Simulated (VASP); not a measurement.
A run of VASP 6.6.1 is set up as follows.

Contents of INCAR:

```
PREC     = Accurate       # precision mode
ENCUT    = 500            # plane-wave cutoff, eV
EDIFF    = 1E-6           # SCF threshold, eV
ISMEAR   = -1             # smearing method
SIGMA    = 0.01           # smearing width, eV
LREAL    = False          # projectors in reciprocal space
LASPH    = True           # aspherical terms in the spheres
NELM     = 120            # most SCF steps
ALGO     = Normal         # electronic algorithm
ISIF     = 2              # what is computed and relaxed
LWAVE    = False          # write WAVECAR
LCHARG   = True           # write CHGCAR
GGA      = PE             # functional
LELF     = True           # ELF
LVHAR    = True         
NBANDS   = 8              # bands
GGA_COMPAT= False
```

KPOINTS

```
Automatic mesh
0
Gamma
  7 7 7
```

Contents of POSCAR:

```
Sb
1.0
    0.1733647600      2.3885337500      2.4958692300
    2.4173055400      0.0646925500      2.6045414300
    2.3204533900      2.4003538000      0.1615447000
Sb
1
Direct
    0.0000000000      0.0000000000      0.0000000000
```

Potentials or basis: VASP PAW PBE potentials, release 64 (Sb).

The run is started by

```sh
$ cat potpaw_PBE.64/Sb/POTCAR > POTCAR
$ mpirun -np 1 vasp_std > vasp.out
```

Problem. Predict the pressure.

Solution. 2.5 GPa.

Problem. What does it give for the band gap on the k mesh?

Solution. Zero (an odd number of electrons rules out a gap without spin polarisation).

Stress tensor (GPa, compression positive):
```
 1.01 -2.12 -0.65
-2.12  3.28 -0.47
-0.65 -0.47  3.22
```

Caveat: spin-orbit coupling is left out, which moves the levels of the heavy elements.
